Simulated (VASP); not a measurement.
Set up this calculation in VASP 6.6.1, as the native input.

```yaml
Task: single point
Functional: PBE
Dispersion: D3(BJ)
Potentials_or_basis: VASP PAW PBE potentials, release 64 (Ge_d)
Cutoff: 520 eV
k_mesh: 12 × 12 × 12, shifted
Occupations: gaussian, width 0.15 eV
Spin: no spin polarisation
Dipole_correction: no
Further_INCAR_settings: ALGO = Fast; EDIFF = 1e-06; NBANDS = 36
```

The structure of Ge lies in POSCAR:

```
Ge
1.0
   -1.4493113422      2.4142143482      0.0000000000
    4.3479340266      2.4142143482      0.0000000000
   -1.4493113422     -2.4142143482     -5.3082226130
Ge
4
Direct
    0.6249859376      0.1249953125      0.7500000000
    0.1249859376      0.6249953125      0.7500000000
    0.3750140624      0.8750046875      0.2500000000
    0.8750140624      0.3750046875      0.2500000000
```

These files were run (other wordings do the same):

INCAR

```
SYSTEM = Ge
PREC = Accurate
ENCUT = 520
EDIFF = 1E-6
ISMEAR = 0
SIGMA = 0.15
LREAL = .False.
LASPH = .True.
NELM = 80
ALGO = Fast
ISIF = 2
LWAVE = .False.
LCHARG = .False.
GGA = PE
IVDW = 12
NBANDS = 36
```

KPOINTS

```
Automatic mesh
0
Gamma
  12 12 12
  0.5 0.5 0.5
```

Potentials or basis: VASP PAW PBE potentials, release 64 (Ge_d).

Run with:

```sh
$ cat potpaw_PBE.64/Ge_d/POTCAR > POTCAR
$ mpirun -np 1 vasp_std > vasp.out
```

It gave:

The pressure is -0.3 GPa and the band gap on the k mesh is zero (bands 28 and 29 overlap by 5.72 eV). The dispersion energy per atom is -0.358 eV.

Run time: 23 min on 1 thread of Oxide Virtual Turin-like Processor, with other jobs on the host, peak memory 0.85 GiB.
